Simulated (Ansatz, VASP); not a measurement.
## Two plane-wave programs on MgS

```
CELL_PARAMETERS angstrom
0.00000 2.61513 2.61513
2.61513 0.00000 2.61513
2.61513 2.61513 0.00000
ATOMIC_POSITIONS crystal
Mg 0.00000 0.00000 0.00000
S 0.50000 0.50000 0.50000
```

Alike in both runs: task single point; functional PBE; k mesh 8 × 8 × 8; occupations gaussian, width 0.02 eV; no spin polarisation.

|  | VASP | Ansatz |
| --- | --- | --- |
| version | VASP 6.6.1 | Ansatz 0.2.0 |
| potentials or method | VASP PAW PBE potentials, release 64 (Mg, S), cutoff 520 eV | scalar-relativistic, plane waves, PAW |
| valence electrons in the cell | 8 | 16 |

|  | VASP | Ansatz | Ansatz less VASP |
| --- | --- | --- | --- |
| gap on the k mesh at the Fermi level (eV) | 2.74 | 2.76 | +0.015 |
| least direct gap on the mesh (eV) | 3.59 | 3.60 | +0.013 |

VASP's potentials hold 8 valence electrons a cell and Ansatz's 16, so a difference there can come from the potentials and not from the codes.
